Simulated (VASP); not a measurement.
Here is a VASP 6.6.1 calculation.

Contents of INCAR:

```
SYSTEM = HfC
PREC = Accurate
ENCUT = 520
EDIFF = 1E-6
ISMEAR = 0
SIGMA = 0.1
LREAL = .FALSE.
LASPH = .TRUE.
NELM = 60
ALGO = Normal
ISIF = 2
LWAVE = .FALSE.
LCHARG = .FALSE.
GGA = PS
NBANDS = 14
```

Contents of KPOINTS:

```
Automatic mesh
0
G
  16 16 16
  0 0 0
```

Contents of POSCAR:

```
HfC
1.0
    0.0000000000      2.3036603895      2.3036603895
    2.3036603895      0.0000000000      2.3036603895
    2.3036603895      2.3036603895      0.0000000000
Hf C
1 1
Direct
    0.5000000000      0.5000000000      0.5000000000
    0.0000000000      0.0000000000      0.0000000000
```

Potentials or basis: VASP PAW PBE potentials, release 64 (Hf_pv, C).

Command:

```console
$ cat potpaw_PBE.64/Hf_pv/POTCAR potpaw_PBE.64/C/POTCAR > POTCAR
$ mpirun -np 1 vasp_std > vasp.out
```

What does it give for the pressure?

-0.4 GPa.

Estimate the band gap on the k mesh.

zero (bands 7 and 8 overlap by 1.46 eV).

Caveat: the PAW data sets were made with another functional, which shifts forces and pressure a little; spin-orbit coupling is left out, which moves the levels of the heavy elements.
